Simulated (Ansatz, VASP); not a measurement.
This is a calculation of B for Ansatz 0.2.0.

The input input:

```
crystal:
  lattice:
    - [1.88524, 0.0, 0.0]
    - [0.0, 1.88524, 0.0]
    - [0.0, 0.0, 1.88524]
  atoms:
    - { symbol: B, position: [0.5, 0.5, 0.5] }
hamiltonian:
  xc: hse06
  pseudopotentials: { kind: paw }
kpoints:
  mp_grid: { grid: [7, 7, 7] }
scf:
  occupations: { method: fermi_dirac, width: 0.05 }
output:
  forces: true
  stress: true
  eigenvalues: true
relax:
  f_tol: 0.01
  max_steps: 40
  cell: { stress_tol: 0.05 }
```

Set up the same calculation for VASP 6.6.1. Potentials there: VASP PAW PBE potentials, release 64 (B).

As run (the cutoff follows the program's own potentials):

The input POSCAR:

```
B
1.0
    1.8852400000      0.0000000000      0.0000000000
    0.0000000000      1.8852400000      0.0000000000
    0.0000000000      0.0000000000      1.8852400000
B
1
Direct
    0.5000000000      0.5000000000      0.5000000000
```

File INCAR.step1:

```
PREC = Accurate ; ENCUT = 600
EDIFF = 1E-5 ; ISMEAR = -1
SIGMA = 0.05 ; LREAL = F
LASPH = T ; NELM = 60
ALGO = Normal ; LWAVE = T
LCHARG = F ; GGA = PE
NBANDS = 8
```

INCAR.step2

```
PREC = Accurate ; ENCUT = 600
EDIFF = 1E-6 ; ISMEAR = -1
SIGMA = 0.05 ; LREAL = F
LASPH = T ; NELM = 60
ALGO = Normal ; ISIF = 3
LWAVE = F ; LCHARG = F
GGA = PE ; LHFCALC = T
HFSCREEN = 0.2079 ; PRECFOCK = Normal
IBRION = 2 ; NSW = 60
EDIFFG = -0.01 ; ISTART = 1
```

File KPOINTS:

```
regular mesh
0
Gamma
  7 7 7
```

Potentials or basis: VASP PAW PBE potentials, release 64 (B).

The run is started by

```sh
$ cat potpaw_PBE.64/B/POTCAR > POTCAR
$ cp INCAR.step1 INCAR
$ mpirun -np 1 vasp_std > vasp.out
$ cp INCAR.step2 INCAR
$ mpirun -np 1 vasp_std > vasp.out
```

Both were run:

|  | VASP | Ansatz | Ansatz less VASP |
| --- | --- | --- | --- |
| gap on the k mesh at the Fermi level, each at its own relaxed structure (eV) | none | none | - |
| relaxed volume (Å³/atom) | 6.58 | 6.58 | +0.001 |
| relaxed length of the cell vector where the two differ most in proportion (Å) | 1.873 | 1.874 | +0.0001 |

A gap of «none» marks a metal or a gap that the smearing closes.

The k mesh is coarse, so the values compare programs but aren't converged. Noted on Ansatz's run: the plane-wave basis is chosen anew once the cell has moved, so the energies of steps on either side of that aren't comparable.
